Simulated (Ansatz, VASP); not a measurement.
# Re2Os in VASP and in Ansatz

Contents of INCAR:

```
PREC     = Accurate       # precision mode
ENCUT    = 600            # plane-wave cutoff, eV
EDIFF    = 1E-7           # SCF threshold, eV
ISMEAR   = 0              # smearing method
SIGMA    = 0.1            # smearing width, eV
LREAL    = F              # projectors in reciprocal space
LASPH    = T              # aspherical terms in the spheres
NELM     = 60             # most SCF steps
ALGO     = Fast           # electronic algorithm
ISIF     = 3              # what is computed and relaxed
LWAVE    = F              # write WAVECAR
LCHARG   = F              # write CHGCAR
GGA      = PE             # functional
IBRION   = 2              # ionic algorithm
NSW      = 100            # ionic steps
EDIFFG   = -0.01          # ionic threshold
```

Contents of KPOINTS:

```
regular mesh
0
Gamma
  12 12 16
```

POSCAR

```
Re2Os
1.0
    4.3603610845      0.0000000000      0.0000000000
   -2.1801805422      3.7761834688      0.0000000000
    0.0000000000      0.0000000000      2.7315483294
Re Os
2 1
Direct
    0.3333333333      0.6666666667      0.5000000000
    0.6666666667      0.3333333333      0.5000000000
    0.0000000000      0.0000000000      0.0000000000
```

Input for Ansatz:

```yaml
crystal:
  lattice:
    - [4.3603610845, 0.0, 0.0]
    - [-2.1801805422, 3.7761834688, 0.0]
    - [0.0, 0.0, 2.7315483294]
  atoms:
    - { symbol: Re, position: [0.3333333333, 0.6666666667, 0.5] }
    - { symbol: Re, position: [0.6666666667, 0.3333333333, 0.5] }
    - { symbol: Os, position: [0.0, 0.0, 0.0] }
basis:
  ecutwfc: 420
kpoints:
  mp_grid: { grid: [12, 12, 16] }
hamiltonian:
  xc: pbe
scf:
  occupations: { method: gaussian, width: 0.1 }
output:
  forces: true
  stress: true
  eigenvalues: true
relax:
  adjacent_minimum: "off"
  f_tol: 0.01
  max_steps: 80
  cell: { stress_tol: 0.05 }
```

Alike in both runs: task relaxation of cell and atoms; functional PBE; k mesh 12 × 12 × 16; occupations gaussian, width 0.1 eV; no spin polarisation.

|  | VASP | Ansatz |
| --- | --- | --- |
| version | VASP 6.6.1 | Ansatz 0.2.0 |
| potentials or method | VASP PAW PBE potentials, release 64 (Re, Os), cutoff 600 eV | scalar-relativistic, plane waves, PAW |
| valence electrons in the cell | 22 | 46 |

Ansatz gave:

```
gap on the k mesh at the Fermi level, each at its own relaxed structure (eV) : none
relaxed volume (Å³/atom)                                                     : 15.00
relaxed length of the cell vector where the two differ most in proportion (Å)              : 4.365
```

Question: Estimate VASP's values.

Answer: gap on the k mesh at the Fermi level, each at its own relaxed structure (eV): none; relaxed volume (Å³/atom): 14.98; relaxed length of the cell vector where the two differ most in proportion (Å): 4.361.

A gap of «none» marks a metal or a gap that the smearing closes. VASP's potentials hold 22 valence electrons a cell and Ansatz's 46, so a difference there can come from the potentials and not from the codes.

Neither program's run includes spin-orbit coupling.
